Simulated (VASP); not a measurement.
Set up this calculation in VASP 6.6.1, as the native input.

| Item | Value |
| --- | --- |
| Task | single point |
| Functional | LDA |
| Potentials or basis | VASP PAW LDA potentials, release 64 (Sn_d, S) |
| Cutoff | 500 eV |
| k mesh | 6 × 6 × 4 |
| Occupations | gaussian, width 0.1 eV |
| Spin | no spin polarisation |
| Dipole correction | no |
| Further INCAR settings | ALGO = Normal; EDIFF = 1e-06; NBANDS = 20 |

The structure of SnS2 lies in POSCAR:

```
SnS2
1.0
    3.6743056006      0.0000000000      0.0000000000
   -1.8371528003      3.1820419914      0.0000000000
    0.0000000000      0.0000000000      6.2288318400
Sn S
1 2
Direct
    0.0000000000      0.0000000000      0.0000000000
    0.3333333333      0.6666666667      0.2346534700
    0.6666666667      0.3333333333      0.7653465300
```

The input as run:

INCAR

```
SYSTEM = SnS2
PREC = Accurate
ENCUT = 500
EDIFF = 1E-6
ISMEAR = 0
SIGMA = 0.1
LREAL = .False.
LASPH = .True.
NELM = 120
ALGO = Normal
ISIF = 2
LWAVE = .False.
LCHARG = .False.
NBANDS = 20
GGA_COMPAT = .False.
```

KPOINTS

```
regular mesh
0
Gamma
  6 6 4
  0 0 0
```

Potentials or basis: VASP PAW LDA potentials, release 64 (Sn_d, S).

Launch:

```sh
$ cat potpaw_LDA.64/Sn_d/POTCAR potpaw_LDA.64/S/POTCAR > POTCAR
$ mpirun -np 1 vasp_std > vasp.out
```

Results of the run:

```
Pressure               : -2.2 GPa
Largest force          : 0.069 eV/Å
Band gap on the k mesh : 1.44 eV (least direct gap 1.72 eV)
```

Caveat: spin-orbit coupling is left out, which moves the levels of the heavy elements.

Wall time 19 s on 1 thread of Intel(R) Xeon(R) Platinum 8259CL CPU @ 2.50GHz (Skylake/Cascade Lake) (shared host), peak memory 0.17 GiB.
